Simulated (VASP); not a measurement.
A run of VASP 6.6.1:

File INCAR:

```
PREC = Accurate ; ENCUT = 500
EDIFF = 1E-6 ; ISMEAR = 0
SIGMA = 0.05 ; LREAL = False
LASPH = True ; NELM = 200
ALGO = Normal ; ISIF = 2
LWAVE = False ; LCHARG = False
ISPIN = 2 ; MAGMOM = 0 0
LORBIT = 11 ; NUPDOWN = 0.0
GGA = RP ; IVDW = 13
NBANDS = 25 ; ISYM = 0
GGA_COMPAT = False
```

File KPOINTS:

```
regular mesh
0
Gamma
  8 8 8
```

File POSCAR:

```
Ge
1.0
    0.0000000000      2.8289100000      2.8289100000
    2.8289100000      0.0000000000      2.8289100000
    2.8289100000      2.8289100000      0.0000000000
Ge
2
Direct
    0.7500000000      0.7500000000      0.7500000000
    0.5000000000      0.5000000000      0.5000000000
```

Potentials or basis: VASP PAW PBE potentials, release 64 (Ge_d).

The run is started by

```sh
$ cat potpaw_PBE.64/Ge_d/POTCAR > POTCAR
$ mpirun -np 1 vasp_std > vasp.out
```

Hardware: 1 thread of AMD EPYC 9R45 96-Core Processor (Zen 5), on a shared host.

Q: How long does it take, and how much memory?

A: It took 4.8 min on 1 thread of AMD EPYC 9R45 96-Core Processor (Zen 5), with other jobs on the host, peak memory 0.43 GiB. Counts: scf iterations 13, k points 260.
